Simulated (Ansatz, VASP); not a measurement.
# Pd: VASP beside Ansatz

File INCAR:

```
ALGO = Normal
EDIFF = 1E-6
ENCUT = 500
GGA = PS
GGA_COMPAT = False
ISIF = 2
ISMEAR = 0
LASPH = True
LCHARG = False
LREAL = False
LWAVE = False
NBANDS = 11
NELM = 120
PREC = Accurate
SIGMA = 0.1
```

Contents of KPOINTS:

```
k-points
0
Gamma
  18 18 18
```

File POSCAR:

```
Pd
1.0
    0.0000000000      1.9374501483      1.9374501483
    1.9374501483      0.0000000000      1.9374501483
    1.9374501483      1.9374501483      0.0000000000
Pd
1
Direct
    0.0000000000      0.0000000000      0.0000000000
```

Input for Ansatz:

```yaml
crystal:
  lattice:
    - [0.0, 1.9374501483, 1.9374501483]
    - [1.9374501483, 0.0, 1.9374501483]
    - [1.9374501483, 1.9374501483, 0.0]
  atoms:
    - { symbol: Pd, position: [0.0, 0.0, 0.0] }
basis:
  ecutwfc: 600.0
kpoints:
  mp_grid: { grid: [18, 18, 18] }
hamiltonian:
  xc: pbesol
scf:
  occupations: { method: gaussian, width: 0.1 }
output:
  forces: true
  stress: true
  eigenvalues: true
```

Alike in both runs: task single point; functional PBEsol; k mesh 18 × 18 × 18; occupations gaussian, width 0.1 eV; no spin polarisation.

|  | VASP | Ansatz |
| --- | --- | --- |
| version | VASP 6.6.1 | Ansatz 0.2.0 |
| potentials or method | VASP PAW PBE potentials, release 64 (Pd), cutoff 500 eV | scalar-relativistic, plane waves, PAW |
| valence electrons in the cell | 10 | 18 |

```csv
,VASP,Ansatz,Ansatz less VASP
gap on the k mesh at the Fermi level (eV),none,none,-
pressure (GPa),-0.3,0.0,+0.24
```

VASP's potentials were made for PBE, not for PBEsol. A gap of «none» marks a metal or a gap that the smearing closes. VASP's potentials hold 10 valence electrons a cell and Ansatz's 18, so a difference there can come from the potentials and not from the codes.
